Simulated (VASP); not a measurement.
# Si (P6_3/mmc) in VASP: notebook

The runs below take Si through single point, with PBE.

Everything below comes from runs of VASP 6.6.1. Logs are shortened: lines on timing, memory, paths and dates and some standing lists are left out, and cuts for length are marked.

## 1. The cell of the first run

Symmetry: P6_3/mmc, No. 194, hexagonal system. The conventional cell has a = 2.444 Å, b = 2.444 Å, c = 4.152 Å, α = 90.00°, β = 90.00°, γ = 120.00°. Within 3.2 Å of Si (site symmetry -6m2) lie 12 Si at 2.44 to 2.51 Å.

This isn't the form of Si at room conditions, which is diamond.

## 2. Single point, PBE

INCAR reads:

```
ALGO = Normal
EDIFF = 1E-7
ENCUT = 520
GGA = PE
ISIF = 2
ISMEAR = 0
LASPH = True
LCHARG = False
LREAL = False
LWAVE = False
NBANDS = 11
NELM = 100
PREC = Accurate
SIGMA = 0.5
```

KPOINTS reads:

```
k-points
0
Gamma
  15 15 8
```

POSCAR reads:

```
Si
1.0
    2.4440000000      0.0000000000      0.0000000000
   -1.2220000000      2.1165660900      0.0000000000
    0.0000000000      0.0000000000      4.1520000000
Si
2
Direct
    0.3333333333      0.6666666667      0.2500000000
    0.6666666667      0.3333333333      0.7500000000
```

Potentials or basis: VASP PAW PBE potentials, release 64 (Si).

Launch:

```
cat potpaw_PBE.64/Si/POTCAR > POTCAR
mpirun -np 1 vasp_std > vasp.out
```

OUTCAR:

```text
EDIFF = 1E-7
   ENCUT = 520
   GGA = PE
   ISIF = 2
   ISMEAR = 0
   LASPH = True
   LREAL = False
   NELM = 100
   PREC = Accurate

 ion  position               nearest neighbor table
   1  0.333  0.667  0.250-   2 2.51   2 2.51   2 2.51   2 2.51   2 2.51   2 2.51
   2  0.667  0.333  0.750-   1 2.51   1 2.51   1 2.51   1 2.51   1 2.51   1 2.51

  LATTYP: Found a hexagonal cell.
 ALAT       =     2.4440000000
 C/A-ratio  =     1.6988543372

  Lattice vectors:

 A1 = (   2.4440000000,   0.0000000000,   0.0000000000)
 A2 = (  -1.2220000000,   2.1165660900,   0.0000000000)
 A3 = (   0.0000000000,   0.0000000000,   4.1520000000)

Analysis of symmetry for initial positions (statically):
=====================================================================
 Subroutine PRICEL returns:
 Original cell was already a primitive cell.

 Routine SETGRP: Setting up the symmetry group for a
 hexagonal supercell.

 Subroutine GETGRP returns: Found 24 space group operations
 (whereof 12 operations were pure point group operations)
 out of a pool of 24 trial point group operations.

The static configuration has the point symmetry D_3d.
 The point group associated with its full space group is D_6h.

Analysis of symmetry for dynamics (positions and initial velocities):
=====================================================================
 Subroutine PRICEL returns:
 Original cell was already a primitive cell.

 Routine SETGRP: Setting up the symmetry group for a
 hexagonal supercell.

 Subroutine GETGRP returns: Found 24 space group operations
 (whereof 12 operations were pure point group operations)
 out of a pool of 24 trial point group operations.

The dynamic configuration has the point symmetry D_3d.
 The point group associated with its full space group is D_6h.

 Subroutine INISYM returns: Found 24 space group operations
 (whereof 12 operations are pure point group operations),
 and found     1 'primitive' translations

----------------------------------------------------------------------------------------

                                     Primitive cell

  volume of cell :      21.4778

  direct lattice vectors                    reciprocal lattice vectors
     2.444000000  0.000000000  0.000000000     0.409165303  0.236231697  0.000000000
    -1.222000000  2.116566090  0.000000000     0.000000000  0.472463395  0.000000000
     0.000000000  0.000000000  4.152000000     0.000000000  0.000000000  0.240847784

  length of vectors
     2.444000000  2.444000003  4.152000000     0.472463395  0.472463395  0.240847784

  position of ions in fractional coordinates (direct lattice)
     0.333333333  0.666666667  0.250000000
     0.666666667  0.333333333  0.750000000

  ion indices of the primitive-cell ions
   primitive index   ion index
                 1           1
                 2           2

----------------------------------------------------------------------------------------

 KPOINTS: k-points

Automatic generation of k-mesh.
 Grid dimensions read from file:
 generate k-points for:   15   15    8

 Generating k-lattice:

  Cartesian coordinates                     Fractional coordinates (reciprocal lattice)
     0.027277687  0.015748780  0.000000000     0.066666667  0.000000000  0.000000000
     0.000000000  0.031497560  0.000000000     0.000000000  0.066666667  0.000000000
     0.000000000  0.000000000  0.030105973     0.000000000  0.000000000  0.125000000

  Length of vectors
     0.031497560  0.031497560  0.030105973

  Shift w.r.t. Gamma in fractional coordinates (k-lattice)
     0.000000000  0.000000000  0.000000000

 Subroutine IBZKPT returns following result:
 ===========================================

 Found    135 irreducible k-points:

 Following reciprocal coordinates:
            Coordinates               Weight
  0.000000  0.000000  0.000000      1.000000
  0.066667  0.000000  0.000000      6.000000
  0.133333  0.000000  0.000000      6.000000
  0.200000  0.000000  0.000000      6.000000
  0.266667  0.000000  0.000000      6.000000
  0.333333  0.000000  0.000000      6.000000
[... 16 lines left out ...]
  0.333333  0.200000  0.000000     12.000000
  0.400000  0.200000  0.000000      6.000000
 [... further k-points ...]
   k-points           NKPTS =    135   k-points in BZ     NKDIM =    135   number of bands    NBANDS=     11
   number of dos      NEDOS =    301   number of ions     NIONS =      2
   total plane-waves  NPLWV =  10368
   dimension x,y,z NGX =    18 NGY =   18 NGZ =   32
   dimension x,y,z NGXF=    36 NGYF=   36 NGZF=   64
   ions per type =               2
   NGX,Y,Z   is equivalent  to a cutoff of  12.24, 12.24, 12.81 a.u.
   NGXF,Y,Z  is equivalent  to a cutoff of  24.49, 24.49, 25.63 a.u.
 SYSTEM =  unknown system
   PREC   = accura    normal or accurate (medium, high low for compatibility)
   ISTART =      0    job   : 0-new  1-cont  2-samecut
   ICHARG =      2    charge: 1-file 2-atom 10-const
   ISPIN  =      1    spin polarized calculation?
   LNONCOLLINEAR =      F non collinear calculations
   LSORBIT =      F    spin-orbit coupling
   LASPH  =      T    aspherical Exc in radial PAW
   ENCUT  =  520.0 eV  38.22 Ry    6.18 a.u.   4.54  4.54  7.72*2*pi/ulx,y,z
   NELM   =    100;   NELMIN=  2; NELMDL= -5     # of ELM steps
   EDIFF  = 0.1E-06   stopping-criterion for ELM
   LREAL  =      F    real-space projection
   EDIFFG = 0.1E-05   stopping-criterion for IOM
   NSW    =      0    number of steps for IOM
   IBRION =     -1    ionic relax: 0-MD 1-quasi-New 2-CG
   NFREE  =      0    steps in history (QN), initial steepest desc. (CG)
   ISIF   =      2    stress and relaxation
   ISYM   =      2    0-nonsym 1-usesym 2-fastsym
   POTIM  = 0.5000    time-step for ionic-motion
   TEBEG  =    0.0;   TEEND  =   0.0 temperature during run
   PSTRESS=    0.0 pullay stress
   NELECT =       8.0000    total number of electrons
   NUPDOWN=      -1.0000    fix difference up-down
   EMIN   =  10.00;   EMAX   =-10.00  energy-range for DOS
   EFERMI =   0.00;   METHOD = LEGACY
   ISMEAR =     0;   SIGMA  =   0.50  broadening in eV -4-tet -1-fermi 0-gaus
   EFERMI_NEDOS =   21; number of points for ismear=-14 and -15
   IALGO  =     38    algorithm
   IMIX   =      4    mixing-type and parameters
     AMIX     =   0.40;   BMIX     =  1.00
     AMIX_MAG =   1.60;   BMIX_MAG =  1.00
  volume/ion in A,a.u.               =      10.74        72.47
  Fermi-wavevector in a.u.,A,eV,Ry     =   1.177899  2.225906 18.877348  1.387446
  Thomas-Fermi vector in A             =   2.314237
   LORBIT       =      0    0 simple, 1 ext, 2 COOP (PROOUT), +10 PAW based schemes
   GGA     = PE    functional components
   LHFCALC =     F    Hartree Fock is set to
   AEXX    =    0.0000 exact exchange contribution
   IVDW    =     0    specifies the selected vdW correction
   LEPSILON=     F    determine dielectric tensor
   LRPA    =     F    only Hartree local field effects (RPA)
 non-spin polarized calculation
 Gauss-broadening in eV      SIGMA  =   0.50
  energy-cutoff  :      520.00
  volume of cell :       21.48
 maximum number of plane-waves:       598
   NGX =  9   NGY =  9   NGZ = 15

 number of electron       8.0000001 magnetization

 Free energy of the ion-electron system (eV)
  ---------------------------------------------------
  ext. energy  EPLUGINS =         0.00000000
  ---------------------------------------------------
  free energy    TOTEN  =        -9.04202054 eV

  energy without entropy =       -8.96168225  energy(sigma->0) =       -9.00185140

 E-fermi :  14.5401     XC(G=0): -12.4401

 val. band max:       14.5287012419   @ k =   0.2667   0.0000   0.2500
 cond. band min:      14.5405348668   @ k =   0.4000   0.1333   0.0000
 fundamental gap:      0.0118336249
 Fermi energy:        14.5401039683

 k-point     1 :       0.0000    0.0000    0.0000
  band No.  band energies     occupation
      1      -2.9078      2.00000
      2       5.3102      2.00000
      3       5.3454      2.00000
      4      26.0484      0.00000
      5      26.0484      0.00000
      6      26.3967      0.00000
      7      26.4320      0.00000
      8      26.4320      0.00000
      9      28.5654      0.00000
     10      30.8738      0.00000
     11      31.9303      0.00000

 k-point     2 :       0.0667    0.0000    0.0000
  band No.  band energies     occupation
      1      -2.7638      2.00000
      2       5.4448      2.00000
      3       5.4845      2.00000
      4      23.4059      0.00000
      5      24.5358      0.00000
      6      25.8506      0.00000
      7      27.5841      0.00000
      8      28.1704      0.00000
      9      28.5770      0.00000
     10      30.2277      0.00000
     11      30.7929      0.00000

 k-point     3 :       0.1333    0.0000    0.0000
  band No.  band energies     occupation
      1      -2.3324      2.00000
      2       5.8485      2.00000
      3       5.8992      2.00000
      4      20.1571      0.00000
      5      23.0895      0.00000
      6      24.7515      0.00000
      7      26.7587      0.00000
      8      27.5117      0.00000
      9      29.0608      0.00000
     10      29.3576      0.00000
     11      29.4256      0.00000

 k-point     4 :       0.2000    0.0000    0.0000
  band No.  band energies     occupation
      1      -1.6160      2.00000
      2       6.5211      2.00000
      3       6.5806      2.00000
      4      16.9792      0.00000
      5      21.8844      0.00000
      6      23.0927      0.00000
      7      24.5865      0.00000
      8      24.9360      0.00000
      9      28.4051      0.00000
     10      29.0407      0.00000
     11      29.5389      0.00000

 k-point     5 :       0.2667    0.0000    0.0000
  band No.  band energies     occupation
      1      -0.6184      2.00000
      2       7.4621      2.00000
      3       7.5044      2.00000
      4      14.0022      1.87186
      5      20.8788      0.00000
      6      20.9222      0.00000
      7      21.6244      0.00000
      8      23.6113      0.00000
      9      27.5829      0.00000
     10      28.4883      0.00000
     11      29.0721      0.00000
[... 211 lines left out ...]
 k-point    21 :       0.2000    0.2000    0.0000
  band No.  band energies     occupation
      1       0.9368      2.00000
      2       8.8626      2.00000
      3       8.9378      2.00000
      4      13.2501      1.99974
      5      13.6999      1.98252
      6      20.3262      0.00000
      7      20.6891      0.00000
      8      21.8444      0.00000
      9      22.1935      0.00000
     10      29.8508      0.00000
     11      31.3300      0.00000

 k-point    22 :       0.2667    0.2000    0.0000
  band No.  band energies     occupation
      1       2.3368      2.00000
      2       9.5807      2.00000
      3      10.2716      2.00000
      4      11.2318      2.00000
      5      12.9550      1.99999
      6      18.2338      0.00000
      7      18.7012      0.00000
      8      20.8889      0.00000
      9      20.9515      0.00000
     10      30.0753      0.00000
     11      32.8690      0.00000

 k-point    23 :       0.3333    0.2000    0.0000
  band No.  band energies     occupation
      1       3.9980      2.00000
      2       8.0011      2.00000
      3      11.4149      2.00000
      4      11.8426      2.00000
      5      12.9296      1.99999
      6      16.0016      0.00004
      7      16.7152      0.00000
      8      20.4028      0.00000
      9      20.4626      0.00000
     10      29.8826      0.00000
     11      34.0624      0.00000

 k-point    24 :       0.4000    0.2000    0.0000
  band No.  band energies     occupation
      1       5.8474      2.00000
      2       5.9627      2.00000
      3      11.6352      2.00000
      4      13.2040      1.99984
      5      13.4243      1.99840
      6      14.4024      1.30314
      7      15.5967      0.00280
      8      20.2361      0.00000
      9      20.3280      0.00000
     10      29.8016      0.00000
     11      34.5693      0.00000

 [... further k-points ...]
[... 5 lines left out ...]
  --------------------------------------------------------------------------------------
  -------------------------------------------------------------------------------------
  Total        6.6308450      6.6308451      6.5066883      0.0000000      0.0000000     -0.0000000
  in kB      494.6398259    494.6398274    485.3781332      0.0000000      0.0000000     -0.0000000
  external PRESSURE =     491.5525955 kB  Pullay stress =       0.0000000 kB

 VOLUME and BASIS-vectors are now :
 -----------------------------------------------------------------------------
  energy-cutoff  :      520.00
  volume of cell :       21.48
      direct lattice vectors                 reciprocal lattice vectors
     2.444000000  0.000000000  0.000000000     0.409165303  0.236231697  0.000000000
    -1.222000000  2.116566090  0.000000000     0.000000000  0.472463395  0.000000000
     0.000000000  0.000000000  4.152000000     0.000000000  0.000000000  0.240847784

 POSITION                                       TOTAL-FORCE (eV/Angst)
 -----------------------------------------------------------------------------------
     -0.00000      1.41104      1.03800        -0.000000      0.000000      0.000000
      1.22200      0.70552      3.11400         0.000000     -0.000000      0.000000
 -----------------------------------------------------------------------------------
    total drift:                               -0.000000      0.000000     -0.000000

  FREE ENERGIE OF THE ION-ELECTRON SYSTEM (eV)
  ---------------------------------------------------
  free  energy   TOTEN  =        -9.0420205449 eV

  energy  without entropy=       -8.9616822530  energy(sigma->0) =       -9.00185140
```

It took 16 s on 1 thread of Intel Xeon Platinum 8488C (Sapphire Rapids), shared host; peak memory 0.14 GiB.

What came out:

- Free energy: -9.0420 eV
- Pressure: 49.2 GPa
- Band gap on the k mesh: zero (bands 4 and 5 overlap by 15.31 eV)

Levels at points of the mesh, in eV from the Fermi level:
| k point | band 2 | band 3 | band 4 | band 5 | band 6 | band 7 |
| --- | --- | --- | --- | --- | --- | --- |
| (0.00, 0.00, 0.00) | -9.23 | -9.19 | 11.51 | 11.51 | 11.86 | 11.89 |
| (0.00, 0.00, 0.50) | -15.35 | 0.60 | 0.60 | 12.87 | 12.87 | 12.87 |

Caveat: the cell stands under pressure; so wide a smearing shifts energies and pressures.

## 3. Single point, PBE

INCAR reads:

```
PREC = Accurate
ENCUT = 520
EDIFF = 1E-6
ISMEAR = 0
SIGMA = 0.3
LREAL = F
LASPH = T
NELM = 100
ALGO = Normal
ISIF = 2
LWAVE = F
LCHARG = F
GGA = PE
NBANDS = 11
```

KPOINTS reads:

```
regular mesh
0
Gamma
  15 15 8
```

POSCAR is that of step 2.

Potentials or basis: VASP PAW PBE potentials, release 64 (Si).

Launch:

```
cat potpaw_PBE.64/Si/POTCAR > POTCAR
mpirun -np 1 vasp_std > vasp.out
```

It took 19 s on 1 thread of Intel Xeon Platinum 8488C (Sapphire Rapids), shared host; peak memory 0.14 GiB.

The run converged. Its results:

| Item | Value |
| --- | --- |
| Free energy | -9.0158 eV |
| Pressure | 49.0 GPa |
| Band gap on the k mesh | zero (bands 4 and 5 overlap by 15.31 eV) |

Stress tensor (GPa, compression positive):
```
49.32  0.00  0.00
 0.00 49.32  0.00
 0.00  0.00 48.51
```

Levels at points of the mesh, in eV from the Fermi level:
```csv
k point,band 2,band 3,band 4,band 5,band 6,band 7
"(0.00, 0.00, 0.00)",-9.20,-9.17,11.53,11.53,11.88,11.92
"(0.00, 0.00, 0.50)",-15.33,0.63,0.63,12.90,12.90,12.90
```

Caveat: the cell stands under pressure; so wide a smearing shifts energies and pressures.

(Part 1 of 2 ends here.)
